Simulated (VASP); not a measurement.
Set up this calculation in VASP 6.6.1, as the native input.

```yaml
Task: single point
Functional: LDA
Potentials_or_basis: VASP PAW LDA potentials, release 64 (V_sv)
Cutoff: 500 eV
k_mesh: 11 × 7 × 13
Occupations: fermi-dirac, width 0.1 eV
Spin: collinear spin, ferromagnetic start
Starting_moments: "[2.0, 2.0] μB"
Dipole_correction: no
Further_INCAR_settings: ALGO = Normal; EDIFF = 1e-06; NBANDS = 24; ISYM = 0
```

The structure of V lies in POSCAR:

```
V
1.0
    0.0000000000      0.0000000000     -3.0203200000
    3.0203200000     -3.0203200000      0.0000000000
   -1.5101600000     -1.5101600000      1.5101600000
V
2
Direct
    0.0000000000      0.0000000000      0.0000000000
    0.5000000000      0.5000000000      0.0000000000
```

One way to write it, as run:

INCAR

```
ALGO = Normal
EDIFF = 1E-6
ENCUT = 500
GGA_COMPAT = F
ISIF = 2
ISMEAR = -1
ISPIN = 2
ISYM = 0
LASPH = T
LCHARG = F
LMAXMIX = 4
LORBIT = 11
LREAL = F
LWAVE = F
MAGMOM = 2 2
NBANDS = 24
NELM = 200
PREC = Accurate
SIGMA = 0.1
```

KPOINTS

```
k-points
0
Gamma
  11 7 13
```

Potentials or basis: VASP PAW LDA potentials, release 64 (V_sv).

Run with:

```console
$ cat potpaw_LDA.64/V_sv/POTCAR > POTCAR
$ mpirun -np 1 vasp_std > vasp.out
```

Results of the run:

```json
{
 "Pressure": "-16.0 GPa",
 "Band gap on the k mesh": "zero (filled and empty bands overlap)",
 "Net moment": "0.00 μB per cell",
 "Valence electrons inside the program's atomic spheres": "V 11.64"
}
```

It took 12 min on 1 thread of Intel Xeon 8259CL, on a shared host, peak memory 0.47 GiB.
